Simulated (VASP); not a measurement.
Wanted: the native input for a VASP 6.6.1 run.

```
Task                   : single point
Functional             : PBE
Potentials or basis    : VASP PAW PBE potentials, release 64 (Cs_sv, Sn_d, I)
Cutoff                 : 500 eV
k mesh                 : 4 × 4 × 4
Occupations            : gaussian, width 0.01 eV
Spin                   : no spin polarisation
Dipole correction      : no
Further INCAR settings : ALGO = Normal; EDIFF = 1e-06; NBANDS = 30
```

The structure of CsSnI3 lies in POSCAR:

```
CsSnI3
1.0
    6.2414001339      0.0000000000      0.0000000000
    0.0000000000      6.2414001339      0.0000000000
    0.0000000000      0.0000000000      6.2414001339
Cs Sn I
1 1 3
Direct
    0.0000000000      0.0000000000      0.0000000000
    0.5000000000      0.5000000000      0.5000000000
    0.0000000000      0.5000000000      0.5000000000
    0.5000000000      0.0000000000      0.5000000000
    0.5000000000      0.5000000000      0.0000000000
```

The input as run:

INCAR

```
  PREC = Accurate
  ENCUT = 500
  EDIFF = 1E-6
  ISMEAR = 0
  SIGMA = 0.01
  LREAL = False
  LASPH = True
  NELM = 120
  ALGO = Normal
  ISIF = 2
  LWAVE = False
  LCHARG = True
  GGA = PE
  LELF = True
  LVHAR = True
  NBANDS = 30
  GGA_COMPAT = False
```

KPOINTS

```
regular mesh
0
Gamma
  4 4 4
```

Potentials or basis: VASP PAW PBE potentials, release 64 (Cs_sv, Sn_d, I).

Run with:

```sh
$ cat potpaw_PBE.64/Cs_sv/POTCAR potpaw_PBE.64/Sn_d/POTCAR potpaw_PBE.64/I/POTCAR > POTCAR
$ mpirun -np 1 vasp_std > vasp.out
```

Results of the run:

| Item | Value |
| --- | --- |
| Pressure | 0.5 GPa |
| Band gap on the k mesh | 0.38 eV |

Caveat: spin-orbit coupling is left out, which moves the levels of the heavy elements.

Wall time 68 s on 1 thread of Intel(R) Xeon(R) Platinum 8488C (Sapphire Rapids), with other jobs on the host, peak memory 0.35 GiB.
